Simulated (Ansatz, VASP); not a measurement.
# BP in VASP and in Ansatz

Contents of INCAR:

```
SYSTEM = BP
PREC     = Accurate       ! precision mode
ENCUT    = 520            ! plane-wave cutoff, eV
EDIFF    = 1E-7           ! SCF threshold, eV
ISMEAR   = 0              ! smearing method
SIGMA    = 0.1            ! smearing width, eV
LREAL    = .False.        ! projectors in reciprocal space
LASPH    = .True.         ! aspherical terms in the spheres
NELM     = 80             ! most SCF steps
ALGO     = Normal         ! electronic algorithm
ISIF     = 2              ! what is computed and relaxed
LWAVE    = .False.        ! write WAVECAR
LCHARG   = .True.         ! write CHGCAR
GGA      = PE             ! functional
LELF     = .True.         ! ELF
LVHAR    = .True.       
NBANDS   = 16             ! bands
```

Contents of KPOINTS:

```
Automatic mesh
0
Gamma
  6 6 2
  0 0 0
```

The input POSCAR:

```
BP
1.0
    2.8858941900      0.0000000000      0.0000000000
   -1.4429470900      2.4992576800      0.0000000000
    0.0000000000      0.0000000000      7.6653677800
B P
2 2
Direct
    0.3333333300      0.6666666700      0.2500000000
    0.6666666700      0.3333333300      0.7500000000
    0.3333333300      0.6666666700      0.7500000000
    0.6666666700      0.3333333300      0.2500000000
```

Input for Ansatz:

```yaml
crystal:
  lattice:
    - [2.88589419, 0.0, 0.0]
    - [-1.44294709, 2.49925768, 0.0]
    - [0.0, 0.0, 7.66536778]
  atoms:
    - { symbol: B, position: [0.33333333, 0.66666667, 0.25] }
    - { symbol: B, position: [0.66666667, 0.33333333, 0.75] }
    - { symbol: P, position: [0.33333333, 0.66666667, 0.75] }
    - { symbol: P, position: [0.66666667, 0.33333333, 0.25] }
basis:
  ecutwfc: 420
kpoints:
  mp_grid: { grid: [6, 6, 2] }
hamiltonian:
  xc: pbe
scf:
  occupations: { method: gaussian, width: 0.1 }
  lower_state_search: "off"
output:
  forces: true
  stress: true
  eigenvalues: true
```

Change from the starting cell: species swapped into the BN type (P6_3/mmc, No. 194).

Alike in both runs: task single point; functional PBE; k mesh 6 × 6 × 2; occupations gaussian, width 0.1 eV; no spin polarisation.

|  | VASP | Ansatz |
| --- | --- | --- |
| version | VASP 6.6.1 | Ansatz 0.2.0 |
| potentials or method | VASP PAW PBE potentials, release 64 (B, P), cutoff 520 eV | scalar-relativistic, plane waves, PAW |
| valence electrons in the cell | 16 | 16 |

```tsv
	VASP	Ansatz	Ansatz less VASP
gap on the k mesh at the Fermi level (eV)	0.25	0.24	-0.009
least direct gap on the mesh (eV)	0.37	0.35	-0.017
```
